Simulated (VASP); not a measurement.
Set up this calculation in VASP 6.6.1, as the native input.

| Item | Value |
| --- | --- |
| Task | single point |
| Functional | PBE |
| Potentials or basis | VASP PAW PBE potentials, release 64 (Ta_pv, H) |
| Cutoff | 520 eV |
| k mesh | 10 × 10 × 1 |
| Occupations | gaussian, width 0.1 eV |
| Spin | collinear spin, ferromagnetic start |
| Starting moments | [0.0, 0.0, 0.0, 1.0] μB |
| Dipole correction | yes |
| Further INCAR settings | ALGO = Normal; EDIFF = 1e-06; NBANDS = 29 |

The structure of Ta3H lies in POSCAR:

```
Ta3H
1.0
    2.8743098520      0.0000000000      0.0000000000
   -0.9581032840      2.7099253168      0.0000000000
    0.0000000000      0.0000000000     21.5266897253
Ta H
3 1
Direct
    0.5000000000      0.5000000000      0.1858158431
    0.0000000000      0.0000000000      0.2909732295
    0.5000000000      0.5000000000      0.3960985100
    1.0000000000      1.0000000000      0.4281517429
```

These files were run (other wordings do the same):

INCAR

```
ALGO     = Normal         # electronic algorithm
DIPOL    = 0.5 0.5 0.325
EDIFF    = 1E-6           # SCF threshold, eV
ENCUT    = 520            # plane-wave cutoff, eV
GGA      = PE             # functional
IDIPOL   = 3            
ISIF     = 2              # what is computed and relaxed
ISMEAR   = 0              # smearing method
ISPIN    = 2              # spin polarisation
LASPH    = True           # aspherical terms in the spheres
LCHARG   = False          # write CHGCAR
LDIPOL   = True         
LMAXMIX  = 4              # l up to which the mixer works
LORBIT   = 11             # projections on sites
LREAL    = False          # projectors in reciprocal space
LWAVE    = False          # write WAVECAR
MAGMOM   = 0 0 0 1        # initial moments
NBANDS   = 29             # bands
NELM     = 150            # most SCF steps
PREC     = Accurate       # precision mode
SIGMA    = 0.1            # smearing width, eV
```

KPOINTS

```
k-points
0
Gamma
  10 10 1
```

Potentials or basis: VASP PAW PBE potentials, release 64 (Ta_pv, H).

Command:

```bash
$ cat potpaw_PBE.64/Ta_pv/POTCAR potpaw_PBE.64/H/POTCAR > POTCAR
$ mpirun -np 1 vasp_std > vasp.out
```

It gave:

```yaml
Largest_force: 1.235 eV/Å
Band_gap_on_the_k_mesh: zero (filled and empty bands overlap)
Net_moment: 0.00 μB per cell
Valence_electrons_inside_the_program's_atomic_spheres: Ta 8.85, 8.94, 9.00; H 0.60
```

Caveat: spin-orbit coupling is left out, which moves the levels of the heavy elements.

It took 7.5 min on 1 thread of Intel(R) Xeon(R) Platinum 8488C (Sapphire Rapids), with other jobs on the host, peak memory 0.5 GiB.
